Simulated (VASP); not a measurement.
Here is a VASP 6.6.1 calculation.

File INCAR:

```
SYSTEM = Sn
PREC = Accurate
ENCUT = 600
EDIFF = 1E-6
ISMEAR = -1
SIGMA = 0.05
LREAL = .False.
LASPH = .True.
NELM = 100
ALGO = Normal
ISIF = 8
LWAVE = .False.
LCHARG = .False.
GGA = PE
IBRION = 2
NSW = 80
EDIFFG = -0.03
```

File KPOINTS:

```
Automatic mesh
0
Gamma
  6 6 6
  0 0 0
```

POSCAR

```
Sn
1.0
    0.0000000000      3.2333428000      3.2333428000
    3.2333428000      0.0000000000      3.2333428000
    3.2333428000      3.2333428000      0.0000000000
Sn
2
Direct
    0.0000000000      0.0000000000      0.0000000000
    0.2500000000      0.2500000000      0.2500000000
```

Potentials or basis: VASP PAW PBE potentials, release 64 (Sn_d).

Command:

```bash
$ cat potpaw_PBE.64/Sn_d/POTCAR > POTCAR
$ mpirun -np 1 vasp_std > vasp.out
```

Task: Estimate the relaxed volume.

Result: 36.85 Å³/atom.

Task: Predict the space group after relaxing (to 0.05 Å).

Result: Fd-3m (No. 227).

Task: What does it give for the band gap on the k mesh?

Result: Zero (band 14 reaches 4.96 eV, above the bottom of band 15 at 4.73 eV).

Task: Predict the relaxed cell.

Result: a = 4.706 Å, b = 4.706 Å, c = 4.706 Å, α = 60.00°, β = 60.00°, γ = 60.00°.

Step by step:
```csv
step,energy change (eV),largest force (eV/Å),pressure (GPa),volume (Å³)
1,0.0000,0.0000,3.86,67.61
2,-0.0609,0.0000,-0.95,75.88
3,-0.0675,0.0000,-0.01,73.71
```

Caveat: spin-orbit coupling is left out, which moves the levels of the heavy elements. Zero-point motion and thermal expansion aren't in these numbers.
